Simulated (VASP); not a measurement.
Set up this calculation in VASP 6.6.1, as the native input.

```yaml
Task: single point
Functional: BHLYP
Potentials_or_basis: VASP PAW PBE potentials, release 64 (Bi_d)
Cutoff: 520 eV
k_mesh: 5 × 5 × 5
Occupations: fermi-dirac, width 0.05 eV
Spin: no spin polarisation
Dipole_correction: no
Grid_for_exact_exchange_PRECFOCK: Normal
Further_INCAR_settings: ALGO = Normal; EDIFF = 1e-06; NBANDS = 14
```

The system is Bi.

```xyz
1
Lattice="-1.9410 1.9410 1.9410 1.9410 -1.9410 1.9410 1.9410 1.9410 -1.9410" Properties=species:S:1:pos:R:3 pbc="T T T"
Bi    0.0000    0.0000    0.0000
```

One way to write it, as run:

POSCAR

```
Bi
1.0
   -1.9409818243      1.9409818243      1.9409818243
    1.9409818243     -1.9409818243      1.9409818243
    1.9409818243      1.9409818243     -1.9409818243
Bi
1
Direct
    0.0000000000      0.0000000000      0.0000000000
```

INCAR.step1

```
SYSTEM = Bi
ALGO = Normal
EDIFF = 1E-5
ENCUT = 520
GGA = PE
ISIF = 2
ISMEAR = -1
LASPH = .TRUE.
LREAL = .FALSE.
LWAVE = .TRUE.
NBANDS = 14
NELM = 80
PREC = Accurate
SIGMA = 0.05
```

INCAR.step2

```
SYSTEM = Bi
AEXX = 0.5
AGGAC = 1.0
AGGAX = 0.5
ALDAC = 0.0
ALDAX = 0.5
ALGO = Normal
EDIFF = 1E-6
ENCUT = 520
GGA = B5
ISIF = 2
ISMEAR = -1
ISTART = 1
LASPH = .TRUE.
LCHARG = .TRUE.
LELF = .TRUE.
LHFCALC = .TRUE.
LREAL = .FALSE.
LVHAR = .TRUE.
LWAVE = .FALSE.
NBANDS = 14
NELM = 80
PREC = Accurate
PRECFOCK = Normal
SIGMA = 0.05
```

KPOINTS

```
k-points
0
G
  5 5 5
  0 0 0
```

Potentials or basis: VASP PAW PBE potentials, release 64 (Bi_d).

Command:

```sh
$ cat potpaw_PBE.64/Bi_d/POTCAR > POTCAR
$ cp INCAR.step1 INCAR
$ mpirun -np 1 vasp_std > vasp.out
$ cp INCAR.step2 INCAR
$ mpirun -np 1 vasp_std > vasp.out
```

Results of the run:

* Pressure: 3.8 GPa

Caveat: the k points lie up to 0.46 Å⁻¹ apart; the PAW data sets were made with another functional, which shifts forces and pressure a little.

Run time: 5.9 min on 1 thread of Intel(R) Xeon(R) Platinum 8488C (Sapphire Rapids) (shared host), peak memory 0.16 GiB.
